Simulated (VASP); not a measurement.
# Os (Fm-3m) in VASP: further runs

Os is run at these levels: PBE; tasks: single point.

All numbers are computed with VASP 6.6.1; they aren't measurements. Logs are shortened: lines on timing, memory, paths and dates and some standing lists are left out, and cuts for length are marked.

**1. The cell of the first run**

Symmetry: Fm-3m, No. 225, cubic system. The conventional cell has a = 3.811 Å, b = 3.811 Å, c = 3.811 Å, α = 90.00°, β = 90.00°, γ = 90.00°. Within 3.6 Å of Os (site symmetry m-3m) lie 12 Os at 2.69 Å.

**2. Single point, PBE**

Contents of INCAR:

```
PREC = Accurate ; ENCUT = 600
EDIFF = 1E-6 ; ISMEAR = -1
SIGMA = 0.1 ; LREAL = F
LASPH = T ; NELM = 120
ALGO = Normal ; ISIF = 2
LWAVE = F ; LCHARG = F
GGA = PE ; NBANDS = 10
GGA_COMPAT = F
```

Contents of KPOINTS:

```
Automatic mesh
0
Gamma
  10 10 10
```

Contents of POSCAR:

```
Os
1.0
    0.0000000000      1.9052949815      1.9052949815
    1.9052949815      0.0000000000      1.9052949815
    1.9052949815      1.9052949815      0.0000000000
Os
1
Direct
    0.0000000000      0.0000000000      0.0000000000
```

Potentials or basis: VASP PAW PBE potentials, release 64 (Os).

Started as:

```sh
cat potpaw_PBE.64/Os/POTCAR > POTCAR
mpirun -np 1 vasp_std > vasp.out
```

OUTCAR:

```text
PREC = Accurate
   ENCUT = 600
   EDIFF = 1E-6
   ISMEAR = -1
   LREAL = F
   LASPH = T
   NELM = 120
   ISIF = 2
   GGA = PE

 ion  position               nearest neighbor table
   1  0.000  0.000  0.000-

  LATTYP: Found a face centered cubic cell.
 ALAT       =     3.8105899630

  Lattice vectors:

 A1 = (   0.0000000000,   1.9052949815,   1.9052949815)
 A2 = (   1.9052949815,   0.0000000000,   1.9052949815)
 A3 = (   1.9052949815,   1.9052949815,   0.0000000000)

Analysis of symmetry for initial positions (statically):
=====================================================================
 Subroutine PRICEL returns:
 Original cell was already a primitive cell.

 Routine SETGRP: Setting up the symmetry group for a
 face centered cubic supercell.

 Subroutine GETGRP returns: Found 48 space group operations
 (whereof 48 operations were pure point group operations)
 out of a pool of 48 trial point group operations.

The static configuration has the point symmetry O_h .

Analysis of symmetry for dynamics (positions and initial velocities):
=====================================================================
 Subroutine PRICEL returns:
 Original cell was already a primitive cell.

 Routine SETGRP: Setting up the symmetry group for a
 face centered cubic supercell.

 Subroutine GETGRP returns: Found 48 space group operations
 (whereof 48 operations were pure point group operations)
 out of a pool of 48 trial point group operations.

The dynamic configuration has the point symmetry O_h .

 Subroutine INISYM returns: Found 48 space group operations
 (whereof 48 operations are pure point group operations),
 and found     1 'primitive' translations

----------------------------------------------------------------------------------------

                                     Primitive cell

  volume of cell :      13.8330

  direct lattice vectors                    reciprocal lattice vectors
     0.000000000  1.905294981  1.905294981    -0.262426556  0.262426556  0.262426556
     1.905294981  0.000000000  1.905294981     0.262426556 -0.262426556  0.262426556
     1.905294981  1.905294981  0.000000000     0.262426556  0.262426556 -0.262426556

  length of vectors
     2.694494003  2.694494003  2.694494003     0.454536128  0.454536128  0.454536128

  position of ions in fractional coordinates (direct lattice)
     0.000000000  0.000000000  0.000000000

  ion indices of the primitive-cell ions
   primitive index   ion index
                 1           1

----------------------------------------------------------------------------------------

 KPOINTS: Automatic mesh

Automatic generation of k-mesh.
 Grid dimensions read from file:
 generate k-points for:   10   10   10

 Generating k-lattice:

  Cartesian coordinates                     Fractional coordinates (reciprocal lattice)
    -0.026242656  0.026242656  0.026242656     0.100000000  0.000000000  0.000000000
     0.026242656 -0.026242656  0.026242656     0.000000000  0.100000000  0.000000000
     0.026242656  0.026242656 -0.026242656     0.000000000  0.000000000  0.100000000

  Length of vectors
     0.045453613  0.045453613  0.045453613

  Shift w.r.t. Gamma in fractional coordinates (k-lattice)
     0.000000000  0.000000000  0.000000000

 Subroutine IBZKPT returns following result:
 ===========================================

 Found     47 irreducible k-points:

 Following reciprocal coordinates:
            Coordinates               Weight
  0.000000  0.000000  0.000000      1.000000
  0.100000  0.000000  0.000000      8.000000
  0.200000  0.000000  0.000000      8.000000
  0.300000  0.000000  0.000000      8.000000
  0.400000  0.000000  0.000000      8.000000
  0.500000  0.000000  0.000000      4.000000
[... 16 lines left out ...]
  0.300000  0.300000  0.000000      6.000000
  0.400000  0.300000  0.000000     24.000000
 [... further k-points ...]
   k-points           NKPTS =     47   k-points in BZ     NKDIM =     47   number of bands    NBANDS=     10
   number of dos      NEDOS =    301   number of ions     NIONS =      1
   total plane-waves  NPLWV =  13824
   dimension x,y,z NGX =    24 NGY =   24 NGZ =   24
   dimension x,y,z NGXF=    48 NGYF=   48 NGZF=   48
   ions per type =               1
   NGX,Y,Z   is equivalent  to a cutoff of  14.81, 14.81, 14.81 a.u.
   NGXF,Y,Z  is equivalent  to a cutoff of  29.62, 29.62, 29.62 a.u.
 SYSTEM =  unknown system
   PREC   = accura    normal or accurate (medium, high low for compatibility)
   ISTART =      0    job   : 0-new  1-cont  2-samecut
   ICHARG =      2    charge: 1-file 2-atom 10-const
   ISPIN  =      1    spin polarized calculation?
   LNONCOLLINEAR =      F non collinear calculations
   LSORBIT =      F    spin-orbit coupling
   LASPH  =      T    aspherical Exc in radial PAW
   ENCUT  =  600.0 eV  44.10 Ry    6.64 a.u.   5.38  5.38  5.38*2*pi/ulx,y,z
   NELM   =    120;   NELMIN=  2; NELMDL= -5     # of ELM steps
   EDIFF  = 0.1E-05   stopping-criterion for ELM
   LREAL  =      F    real-space projection
   EDIFFG = 0.1E-04   stopping-criterion for IOM
   NSW    =      0    number of steps for IOM
   IBRION =     -1    ionic relax: 0-MD 1-quasi-New 2-CG
   NFREE  =      0    steps in history (QN), initial steepest desc. (CG)
   ISIF   =      2    stress and relaxation
   ISYM   =      2    0-nonsym 1-usesym 2-fastsym
   POTIM  = 0.5000    time-step for ionic-motion
   TEBEG  =    0.0;   TEEND  =   0.0 temperature during run
   PSTRESS=    0.0 pullay stress
   NELECT =       8.0000    total number of electrons
   NUPDOWN=      -1.0000    fix difference up-down
   EMIN   =  10.00;   EMAX   =-10.00  energy-range for DOS
   EFERMI =   0.00;   METHOD = LEGACY
   ISMEAR =    -1;   SIGMA  =   0.10  broadening in eV -4-tet -1-fermi 0-gaus
   EFERMI_NEDOS =   21; number of points for ismear=-14 and -15
   IALGO  =     38    algorithm
   IMIX   =      4    mixing-type and parameters
     AMIX     =   0.40;   BMIX     =  1.00
     AMIX_MAG =   1.60;   BMIX_MAG =  1.00
  volume/ion in A,a.u.               =      13.83        93.35
  Fermi-wavevector in a.u.,A,eV,Ry     =   1.363953  2.577497 25.311825  1.860367
  Thomas-Fermi vector in A             =   2.490311
   LORBIT       =      0    0 simple, 1 ext, 2 COOP (PROOUT), +10 PAW based schemes
   GGA     = PE    functional components
   LHFCALC =     F    Hartree Fock is set to
   AEXX    =    0.0000 exact exchange contribution
   IVDW    =     0    specifies the selected vdW correction
   LEPSILON=     F    determine dielectric tensor
   LRPA    =     F    only Hartree local field effects (RPA)
 non-spin polarized calculation
  energy-cutoff  :      600.00
  volume of cell :       13.83
 maximum number of plane-waves:       483
 NGX is ok and might be reduce to    24
   NGX = 11   NGY = 11   NGZ = 11

 number of electron       8.0000000 magnetization

 Free energy of the ion-electron system (eV)
  ---------------------------------------------------
  ext. energy  EPLUGINS =         0.00000000
  ---------------------------------------------------
  free energy    TOTEN  =       -11.07066103 eV

  energy without entropy =      -11.03116578  energy(sigma->0) =      -11.05091340

 E-fermi :   9.5745     XC(G=0): -14.1196

 val. band max:        9.5740057996   @ k =   0.3000   0.1000   0.0000
 cond. band min:       9.5747905892   @ k =   0.4000   0.2000   0.1000
 fundamental gap:      0.0007847896
 Fermi energy:         9.5745087541

 k-point     1 :       0.0000    0.0000    0.0000
  band No.  band energies     occupation
      1      -1.4097      2.00000
      2       6.4701      2.00000
      3       6.4701      2.00000
      4       6.4701      2.00000
      5       9.5843      0.95114
      6       9.5843      0.95113
      7      23.7518      0.00000
      8      29.6538      0.00000
      9      29.6538      0.00000
     10      29.6538      0.00000

 k-point     2 :       0.1000    0.0000    0.0000
  band No.  band energies     occupation
      1      -0.9430      2.00000
      2       6.1989      2.00000
      3       6.6741      2.00000
      4       6.6741      2.00000
      5       9.4446      1.57138
      6       9.4446      1.57138
      7      24.6066      0.00000
      8      27.7490      0.00000
      9      30.4903      0.00000
     10      30.4903      0.00000

 k-point     3 :       0.2000    0.0000    0.0000
  band No.  band energies     occupation
      1       0.2567      2.00000
      2       5.7696      2.00000
      3       6.9792      2.00000
      4       6.9792      2.00000
      5       9.4416      1.58127
      6       9.4416      1.58127
      7      24.8734      0.00000
      8      26.8037      0.00000
      9      32.7819      0.00000
     10      32.7819      0.00000

 k-point     4 :       0.3000    0.0000    0.0000
  band No.  band energies     occupation
      1       1.4016      2.00000
      2       6.1884      2.00000
      3       6.8082      2.00000
      4       6.8082      2.00000
      5      10.2777      0.00176
      6      10.2777      0.00176
      7      22.6117      0.00000
      8      26.5724      0.00000
      9      34.4908      0.00000
     10      34.4912      0.00000

 k-point     5 :       0.4000    0.0000    0.0000
  band No.  band energies     occupation
      1       1.7157      2.00000
      2       6.4557      2.00000
      3       6.4557      2.00000
      4       8.0007      2.00000
      5      11.4743      0.00000
      6      11.4743      0.00000
      7      20.2300      0.00000
      8      24.1546      0.00000
      9      31.3183      0.00000
     10      31.3183      0.00000

 k-point     6 :       0.5000    0.0000    0.0000
  band No.  band energies     occupation
      1       1.7070      2.00000
      2       6.3059      2.00000
      3       6.3059      2.00000
      4       9.2985      1.88098
      5      12.0490      0.00000
      6      12.0490      0.00000
      7      18.7088      0.00000
      8      23.2960      0.00000
      9      30.0364      0.00000
     10      30.0364      0.00000
[... 183 lines left out ...]
 k-point    21 :      -0.3000    0.2000    0.0000
  band No.  band energies     occupation
      1       3.2475      2.00000
      2       5.5178      2.00000
      3       5.7949      2.00000
      4       7.6942      2.00000
      5       9.7941      0.20016
      6      14.0033      0.00000
      7      21.6544      0.00000
      8      26.2963      0.00000
      9      27.4758      0.00000
     10      33.6148      0.00000

 k-point    22 :      -0.2000    0.2000    0.0000
  band No.  band energies     occupation
      1       2.4750      2.00000
      2       5.0453      2.00000
      3       6.3196      2.00000
      4       8.0220      2.00000
      5       8.4108      1.99998
      6      12.3475      0.00000
      7      24.0795      0.00000
      8      28.0427      0.00000
      9      28.7614      0.00000
     10      30.7329      0.00000

 k-point    23 :       0.3000    0.3000    0.0000
  band No.  band energies     occupation
      1       2.2238      2.00000
      2       3.6135      2.00000
      3       7.5440      2.00000
      4       9.6678      0.56484
      5       9.6678      0.56484
      6      11.0761      0.00000
      7      27.1549      0.00000
      8      27.1549      0.00000
      9      28.3572      0.00000
     10      31.6286      0.00000

 k-point    24 :       0.4000    0.3000    0.0000
  band No.  band energies     occupation
      1       2.5007      2.00000
      2       3.3655      2.00000
      3       7.6686      2.00000
      4       9.9196      0.06149
      5      11.6905      0.00000
      6      11.8983      0.00000
      7      23.5464      0.00000
      8      25.7125      0.00000
      9      27.1652      0.00000
     10      31.8328      0.00000

 [... further k-points ...]

------------------------ aborting loop because EDIFF is reached ----------------------------------------

  FORCE on cell =-STRESS in cart. coord.  units (eV):
  Direction    XX          YY          ZZ          XY          YZ          ZX
  --------------------------------------------------------------------------------------
  -------------------------------------------------------------------------------------
  Total        1.4115450      1.4115450      1.4115450      0.0000000     -0.0000000     -0.0000000
  in kB      163.4890366    163.4890366    163.4890366      0.0000000     -0.0000000     -0.0000000
  external PRESSURE =     163.4890366 kB  Pullay stress =       0.0000000 kB

 VOLUME and BASIS-vectors are now :
 -----------------------------------------------------------------------------
  energy-cutoff  :      600.00
  volume of cell :       13.83
      direct lattice vectors                 reciprocal lattice vectors
     0.000000000  1.905294981  1.905294981    -0.262426556  0.262426556  0.262426556
     1.905294981  0.000000000  1.905294981     0.262426556 -0.262426556  0.262426556
     1.905294981  1.905294981  0.000000000     0.262426556  0.262426556 -0.262426556

 POSITION                                       TOTAL-FORCE (eV/Angst)
 -----------------------------------------------------------------------------------
      0.00000      0.00000      0.00000         0.000000      0.000000      0.000000
 -----------------------------------------------------------------------------------
    total drift:                               -0.000000      0.000000      0.000000

  FREE ENERGIE OF THE ION-ELECTRON SYSTEM (eV)
  ---------------------------------------------------
  free  energy   TOTEN  =       -11.0706610288 eV

  energy  without entropy=      -11.0311657780  energy(sigma->0) =      -11.05091340
```

Run time: 7.1 s. Hardware: 1 thread of AMD EPYC 9R45 (Zen 5), shared host; peak memory 0.11 GiB.

Results:

- Free energy: -11.0707 eV
- Pressure: 16.3 GPa
- Band gap on the k mesh: zero (band 4 reaches 12.01 eV, above the bottom of band 5 at 7.95 eV)

Caveat: spin-orbit coupling is left out, which moves the levels of the heavy elements.

[end of part 1 of 2]
